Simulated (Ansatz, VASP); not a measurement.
## MgO: VASP beside Ansatz

```
Mg O
1.0
     0.00000    2.10500    2.10500
     2.10500    0.00000    2.10500
     2.10500    2.10500    0.00000
Mg O
1 1
Direct
  0.00000 0.00000 0.00000
  0.50000 0.50000 0.50000
```

Alike in both runs: task single point; functional r2SCAN; k mesh 10 × 10 × 10; no spin polarisation.

```csv
,VASP,Ansatz
version,VASP 6.6.1,Ansatz 0.2.0
potentials or method,"VASP PAW PBE potentials, release 64 (Mg, O), cutoff 660 eV","scalar-relativistic, plane waves, PAW"
occupations,"gaussian, width 0.01 eV",fixed
valence electrons in the cell,8,16
```

|  | VASP | Ansatz | Ansatz less VASP |
| --- | --- | --- | --- |
| gap on the k mesh at the Fermi level (eV) | 5.62 | 5.64 | +0.021 |
| least direct gap on the mesh (eV) | 5.62 | 5.64 | +0.021 |
| pressure (GPa) | -2.1 | -0.7 | +1.44 |

VASP's potentials were made for PBE, not for r2SCAN. VASP's potentials hold 8 valence electrons a cell and Ansatz's 16, so a difference there can come from the potentials and not from the codes.
